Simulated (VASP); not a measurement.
Set up this calculation in VASP 6.6.1, as the native input.

| Property | Result |
| --- | --- |
| Task | single point |
| Functional | PBEsol |
| Potentials or basis | VASP PAW PBE potentials, release 64 (Li_sv) |
| Cutoff | 520 eV |
| k mesh | 20 × 20 × 20 |
| Occupations | gaussian, width 0.15 eV |
| Spin | no spin polarisation |
| Dipole correction | no |
| Further INCAR settings | ALGO = Fast; EDIFF = 1e-06; NBANDS = 8 |

The structure of Li lies in POSCAR:

```
Li
1.0
   -1.7500000000      1.7828125000      1.7828125000
    1.7500000000     -1.7171875000      1.7171875000
    1.7500000000      1.7171875000     -1.7171875000
Li
1
Direct
    0.0000000000      0.0000000000      0.0000000000
```

This cell differs from its parent crystal: strain +0.0375 x Voigt [0, 0, 0, 1, 0, 0].

The input as run:

INCAR

```
  PREC = Accurate
  ENCUT = 520
  EDIFF = 1E-6
  ISMEAR = 0
  SIGMA = 0.15
  LREAL = F
  LASPH = T
  NELM = 100
  ALGO = Fast
  ISIF = 2
  LWAVE = F
  LCHARG = T
  GGA = PS
  LELF = T
  LVHAR = T
  NBANDS = 8
```

KPOINTS

```
Automatic mesh
0
Gamma
  20 20 20
```

Potentials or basis: VASP PAW PBE potentials, release 64 (Li_sv).

Command:

```bash
$ cat potpaw_PBE.64/Li_sv/POTCAR > POTCAR
$ mpirun -np 1 vasp_std > vasp.out
```

It took 57 s on 1 thread of Intel(R) Xeon(R) 6975P-C (Granite Rapids) (shared host), peak memory 0.25 GiB.
